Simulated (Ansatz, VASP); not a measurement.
**One calculation of Mg3CdSe4, two programs**

```
CELL_PARAMETERS angstrom
-2.86442 2.86442 5.72884
2.86442 -2.86442 5.72884
2.86442 2.86442 -5.72884
ATOMIC_POSITIONS crystal
Mg 0.50000 0.50000 0.00000
Mg 0.75000 0.25000 0.50000
Mg 0.25000 0.75000 0.50000
Cd 0.00000 0.00000 0.00000
Se 0.75000 0.75000 0.00000
Se 0.25000 0.25000 0.00000
Se 0.50000 0.00000 0.50000
Se 0.00000 0.50000 0.50000
```

Alike in both runs: task single point; functional PBE; k mesh 4 × 4 × 4; occupations gaussian, width 0.1 eV; no spin polarisation.

|  | VASP | Ansatz |
| --- | --- | --- |
| version | VASP 6.6.1 | Ansatz 0.2.0 |
| potentials or method | VASP PAW PBE potentials, release 64 (Mg, Cd, Se), cutoff 520 eV | scalar-relativistic, plane waves, PAW |
| valence electrons in the cell | 42 | 114 |

Ansatz gave:

```
gap on the k mesh at the Fermi level (eV)                     : 0.35
least direct gap on the mesh (eV)                             : 0.94
pressure (GPa)                                                : -4.1
traceless stress, the component that is largest in VASP (GPa) : 0.07
rms of the force components (eV/Å)                            : 0.079
```

Problem. What did VASP give for the same quantities?

Solution. gap on the k mesh at the Fermi level (eV): 0.33; least direct gap on the mesh (eV): 0.92; pressure (GPa): -4.1; traceless stress, the component that is largest in VASP (GPa): 0.07; rms of the force components (eV/Å): 0.085.

Atom by atom the forces differ by 0.006 eV/Å (rms over components). VASP's potentials hold 42 valence electrons a cell and Ansatz's 114, so a difference there can come from the potentials and not from the codes.
